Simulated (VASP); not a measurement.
# Ta2Cu (Fd-3m) in VASP: a series of runs, part 2 of 2

VASP 6.6.1. Earlier steps stand in the parts before.

## (3) Relaxation of cell and atoms, PBE

This run uses another cell than the first one, of 15.51 Å³/atom.

Input file INCAR:

```
SYSTEM = Ta2Cu
PREC = Accurate
ENCUT = 600
EDIFF = 1E-7
ISMEAR = 0
SIGMA = 0.1
LREAL = .False.
LASPH = .True.
NELM = 80
ALGO = Normal
ISIF = 3
LWAVE = .False.
LCHARG = .False.
GGA = PE
IBRION = 2
NSW = 90
EDIFFG = -0.04
```

Input file KPOINTS:

```
Automatic mesh
0
Gamma
  4 4 4
  0 0 0
```

Input file POSCAR:

```
Ta2Cu
1.0
    0.0000000000      3.5969599246      3.5969599246
    3.5969599246      0.0000000000      3.5969599246
    3.5969599246      3.5969599246      0.0000000000
Ta Cu
4 2
Direct
    0.6250000000      0.6250000000      0.6250000000
    0.1250000000      0.6250000000      0.6250000000
    0.6250000000      0.6250000000      0.1250000000
    0.6250000000      0.1250000000      0.6250000000
    0.0000000000      0.0000000000      0.0000000000
    0.2500000000      0.2500000000      0.2500000000
```

Potentials or basis: VASP PAW PBE potentials, release 64 (Ta_pv, Cu).

Started as:

```sh
cat potpaw_PBE.64/Ta_pv/POTCAR potpaw_PBE.64/Cu/POTCAR > POTCAR
mpirun -np 1 vasp_std > vasp.out
```

OUTCAR:

```text
SYSTEM = Ta2Cu
   PREC = Accurate
   ENCUT = 600
   EDIFF = 1E-7
   ISMEAR = 0
   LREAL = .False.
   LASPH = .True.
   NELM = 80
   ISIF = 3
   GGA = PE
   IBRION = 2
   NSW = 90
   EDIFFG = -0.04

 ion  position               nearest neighbor table
   1  0.625  0.625  0.625-   2 2.54   3 2.54   4 2.54   3 2.54   4 2.54   2 2.54   6 2.98   5 2.98
                             6 2.98   5 2.98   6 2.98   5 2.98
   2  0.125  0.625  0.625-   1 2.54   3 2.54   4 2.54   1 2.54   3 2.54   4 2.54   5 2.98   6 2.98
                             5 2.98   5 2.98   6 2.98   6 2.98
   3  0.625  0.625  0.125-   1 2.54   1 2.54   2 2.54   4 2.54   4 2.54   2 2.54   6 2.98   5 2.98
                             6 2.98   5 2.98   6 2.98   5 2.98
   4  0.625  0.125  0.625-   1 2.54   3 2.54   1 2.54   2 2.54   3 2.54   2 2.54   5 2.98   6 2.98
                             5 2.98   6 2.98   6 2.98   5 2.98
   5  0.000  0.000  0.000-   1 2.98   3 2.98   4 2.98   1 2.98   2 2.98   3 2.98   1 2.98   2 2.98
                             4 2.98   2 2.98   3 2.98   4 2.98
   6  0.250  0.250  0.250-   2 2.98   3 2.98   4 2.98   1 2.98   2 2.98   4 2.98   1 2.98   2 2.98
                             3 2.98   1 2.98   3 2.98   4 2.98

  LATTYP: Found a face centered cubic cell.
 ALAT       =     7.1939198492

  Lattice vectors:

 A1 = (   0.0000000000,   3.5969599246,   3.5969599246)
 A2 = (   3.5969599246,   0.0000000000,   3.5969599246)
 A3 = (   3.5969599246,   3.5969599246,   0.0000000000)

Analysis of symmetry for initial positions (statically):
=====================================================================
 Subroutine PRICEL returns:
[... 174 lines left out ...]
  Total       17.7715061     17.7715061     17.7715061      0.0000000     -0.0000000     -0.0000000
  in kB      305.9130648    305.9130648    305.9130648      0.0000000     -0.0000000     -0.0000000
  external PRESSURE =     305.9130648 kB  Pullay stress =       0.0000000 kB
[... 27 lines left out ...]
--------------------------------------- Ionic step        2  -------------------------------------------

 number of electron      65.9999997 magnetization

 E-fermi :   3.1848     XC(G=0): -10.6550

 val. band max:        3.1520481928   @ k =   0.5000   0.2500   0.0000
 cond. band min:       3.1939629366   @ k =   0.5000   0.0000   0.0000
 fundamental gap:      0.0419147438
 Fermi energy:         3.1847630398

 k-point     1 :       0.0000    0.0000    0.0000
  band No.  band energies     occupation
      1     -31.7302      2.00000
      2     -31.4923      2.00000
      3     -31.4923      2.00000
      4     -31.4923      2.00000
      5     -31.4087      2.00000
      6     -31.4087      2.00000
[... 404 lines left out ...]
--------------------------------------- Ionic step        4  -------------------------------------------

 number of electron      65.9999994 magnetization

 Free energy of the ion-electron system (eV)
  ---------------------------------------------------
  ext. energy  EPLUGINS =         0.00000000
  ---------------------------------------------------
  free energy    TOTEN  =       -50.34774369 eV

  energy without entropy =      -50.32123880  energy(sigma->0) =      -50.33449124

 E-fermi :   4.9342     XC(G=0): -11.7644

 val. band max:        4.8243972345   @ k =   0.5000   0.2500   0.0000
 cond. band min:       4.9655619333   @ k =   0.5000   0.0000   0.0000
 fundamental gap:      0.1411646988
 Fermi energy:         4.9342100043

 k-point     1 :       0.0000    0.0000    0.0000
  band No.  band energies     occupation
      1     -30.4230      2.00000
      2     -29.6101      2.00000
      3     -29.6101      2.00000
      4     -29.6101      2.00000
      5     -29.3590      2.00000
      6     -29.3590      2.00000
[... 358 lines left out ...]
  FREE ENERGIE OF THE ION-ELECTRON SYSTEM (eV)
  ---------------------------------------------------
  free  energy   TOTEN  =       -50.3477436865 eV

  energy  without entropy=      -50.3212387962  energy(sigma->0) =      -50.33449124

 reached required accuracy - stopping structural energy minimisation
```

OSZICAR:

```text
N       E                     dE             d eps       ncg     rms          rms(c)
DAV:   1     0.781485370430E+03    0.78149E+03   -0.37055E+04   624   0.247E+03
DAV:   2     0.196005942708E+02   -0.76188E+03   -0.74389E+03   631   0.600E+02
DAV:   3    -0.532001419287E+02   -0.72801E+02   -0.66349E+02   841   0.178E+02
[... 83 lines left out ...]
DAV:   7    -0.503477406323E+02    0.51582E-04   -0.24766E-04   964   0.334E-01    0.147E-02
DAV:   8    -0.503477444821E+02   -0.38498E-05   -0.40162E-05   900   0.536E-02    0.831E-03
DAV:   9    -0.503477440238E+02    0.45825E-06   -0.17671E-06   889   0.922E-03    0.482E-03
DAV:  10    -0.503477437654E+02    0.25849E-06   -0.68399E-07   787   0.149E-02    0.199E-03
DAV:  11    -0.503477436865E+02    0.78869E-07   -0.24270E-07   469   0.836E-03
   4 F= -.50347744E+02 E0= -.50334491E+02  d E =-.142646E+01
```

It took 5.2 min on 1 thread of Intel Xeon Platinum 8488C (Sapphire Rapids), shared host; peak memory 0.28 GiB.

Results:

* Free energy: -50.3477 eV
* Relaxed volume: 18.41 Å³/atom
* Relaxed cell: a = 5.386 Å, b = 5.386 Å, c = 5.386 Å, α = 60.00°, β = 60.00°, γ = 60.00°
* Space group after relaxing (to 0.1 Å): Fd-3m (No. 227)
* Energy gained by relaxing: 237.7 meV/atom
* Ionic steps: 4
* Pressure after relaxing: -0.2 GPa
* Band gap on the k mesh: zero (bands 33 and 34 overlap by 1.57 eV)

Step by step:
| step | energy change (eV) | largest force (eV/Å) | pressure (GPa) | volume (Å³) |
| --- | --- | --- | --- | --- |
| 1 | 0.0000 | 0.0000 | 30.59 | 93.08 |
| 2 | 0.6384 | 0.0000 | -19.29 | 138.95 |
| 3 | -1.4230 | 0.0000 | -1.15 | 111.28 |
| 4 | -1.4265 | 0.0000 | -0.20 | 110.46 |

Final structure:
```yaml
crystal:
  lattice:
    - [0.00000, 3.80819, 3.80819]
    - [3.80819, 0.00000, 3.80819]
    - [3.80819, 3.80819, 0.00000]
  atoms:
    - { symbol: Ta, position: [0.62500, 0.62500, 0.62500] }
    - { symbol: Ta, position: [0.12500, 0.62500, 0.62500] }
    - { symbol: Ta, position: [0.62500, 0.62500, 0.12500] }
    - { symbol: Ta, position: [0.62500, 0.12500, 0.62500] }
    - { symbol: Cu, position: [0.00000, 0.00000, 0.00000] }
    - { symbol: Cu, position: [0.25000, 0.25000, 0.25000] }
```

Caveat: the k points lie up to 0.36 Å⁻¹ apart in the final cell, too coarse for converged energies and pressures of a metal; the volume moved by over 15 % at a fixed basis, so the end points are rough; spin-orbit coupling is left out, which moves the levels of the heavy elements.

## (4) Relaxation of cell and atoms, PBE

This run uses another cell than the first one, of 18.31 Å³/atom.

Input file INCAR:

```
SYSTEM = Ta2Cu
ALGO     = Fast           ! electronic algorithm
EDIFF    = 1E-7           ! SCF threshold, eV
EDIFFG   = -0.01          ! ionic threshold
ENCUT    = 600            ! plane-wave cutoff, eV
GGA      = PE             ! functional
IBRION   = 2              ! ionic algorithm
ISIF     = 3              ! what is computed and relaxed
ISMEAR   = 0              ! smearing method
LASPH    = .TRUE.         ! aspherical terms in the spheres
LCHARG   = .FALSE.        ! write CHGCAR
LREAL    = .FALSE.        ! projectors in reciprocal space
LWAVE    = .FALSE.        ! write WAVECAR
NELM     = 60             ! most SCF steps
NSW      = 100            ! ionic steps
PREC     = Accurate       ! precision mode
SIGMA    = 0.1            ! smearing width, eV
```

Input file KPOINTS:

```
k-points
0
G
  8 8 8
  0 0 0
```

Input file POSCAR:

```
Ta2Cu
1.0
    0.0000000000      3.8013056711      3.8013056711
    3.8013056711      0.0000000000      3.8013056711
    3.8013056711      3.8013056711      0.0000000000
Ta Cu
4 2
Direct
    0.1250000000      0.1250000000      0.1250000000
    0.6250000000      0.1250000000      0.1250000000
    0.1250000000      0.1250000000      0.6250000000
    0.1250000000      0.6250000000      0.1250000000
    0.5000000000      0.5000000000      0.5000000000
    0.7500000000      0.7500000000      0.7500000000
```

Started as:

```sh
cat potpaw_PBE.64/Ta_pv/POTCAR potpaw_PBE.64/Cu/POTCAR > POTCAR
mpirun -np 1 vasp_std > vasp.out
```

Wall time 6.4 min (1 thread of Intel Xeon Platinum 8488C (Sapphire Rapids), shared host); peak memory 0.39 GiB.

The run converged. Its results:

| Item | Value |
| --- | --- |
| Free energy | -50.4101 eV |
| Pressure after relaxing | -0.1 GPa |
| Band gap on the k mesh | zero (bands 33 and 34 overlap by 1.93 eV) |

Final structure:
```
CELL_PARAMETERS angstrom
0.00000 3.80131 3.80131
3.80131 0.00000 3.80131
3.80131 3.80131 0.00000
ATOMIC_POSITIONS crystal
Ta 0.12500 0.12500 0.12500
Ta 0.62500 0.12500 0.12500
Ta 0.12500 0.12500 0.62500
Ta 0.12500 0.62500 0.12500
Cu 0.50000 0.50000 0.50000
Cu 0.75000 0.75000 0.75000
```

Levels at points of the mesh, in eV from the Fermi level:
```
           k point  band 31  band 32  band 33  band 34  band 35  band 36
(0.00, 0.00, 0.00)    -1.41    -1.41     1.36     2.28     2.28     2.28
(0.50, 0.00, 0.00)    -0.66    -0.66    -0.26     0.03     0.70     0.70
(0.50, 0.50, 0.00)    -0.92    -0.92    -0.22    -0.22     0.64     0.64
```

Caveat: the relaxation stopped at its first step, so nothing moved; spin-orbit coupling is left out, which moves the levels of the heavy elements.

## (5) Overview

```csv
task,cell,k mesh,cutoff (eV),gap on the mesh (eV),pressure (GPa)
single point,"a = 5.369 Å, angles 60.0°, 6 atoms",8 × 8 × 8,520,none,0.5
relaxation of cell and atoms,"relaxed from a = 5.087 Å, angles 60.0°, 6 atoms",4 × 4 × 4,600,none,-0.2
relaxation of cell and atoms,"relaxed from a = 5.376 Å, angles 60.0°, 6 atoms",8 × 8 × 8,600,none,-0.1
```

Alike in all rows: level PBE; potentials or basis VASP PAW PBE potentials, release 64 (Ta_pv, Cu); no spin polarisation; smearing gaussian 0.1 eV.

Caveats: some runs use coarse meshes; spin-orbit coupling is left out, which moves the levels of the heavy elements; the volume moved by over 15 % at a fixed basis, so the end points are rough (at least some runs); the relaxation stopped at its first step, so nothing moved (at least some runs).

Absolute energies hang on the potentials; compare differences alone.
